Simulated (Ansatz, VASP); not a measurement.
## One calculation of SiC, two programs

```
Si C
1.0
     3.07520    0.00000    0.02306
    -1.53760    2.66320   -0.01153
     0.03786    0.00000    5.04817
Si C
2 2
Direct
  0.33333 0.66667 0.00460
  0.66667 0.33333 0.50460
  0.33333 0.66667 0.38040
  0.66667 0.33333 0.88040
```

Change from the starting cell: strain +0.0150 x Voigt [0, 0, 0, 0, 1, 0], atoms carried along.

Alike in both runs: task single point; functional r2SCAN; k mesh 12 × 12 × 6; occupations gaussian, width 0.05 eV; no spin polarisation.

|  | VASP | Ansatz |
| --- | --- | --- |
| version | VASP 6.6.1 | Ansatz 0.2.0 |
| potentials or method | VASP PAW PBE potentials, release 64 (Si, C), cutoff 520 eV | scalar-relativistic, plane waves, PAW |
| valence electrons in the cell | 16 | 16 |

|  | VASP | Ansatz | Ansatz less VASP |
| --- | --- | --- | --- |
| gap on the k mesh at the Fermi level (eV) | 2.64 | 2.63 | -0.007 |
| least direct gap on the mesh (eV) | 4.49 | 4.48 | -0.009 |
| pressure (GPa) | -0.1 | 0.0 | +0.18 |
| traceless stress, the component that is largest in VASP (GPa) | -2.66 | -2.65 | +0.010 |
| rms of the force components (eV/Å) | 0.047 | 0.048 | +0.0004 |

VASP's potentials were made for PBE, not for r2SCAN. Atom by atom the forces differ by 0.000 eV/Å (rms over components). The functional is the same, so the differences come from potentials, cutoffs and numerics.
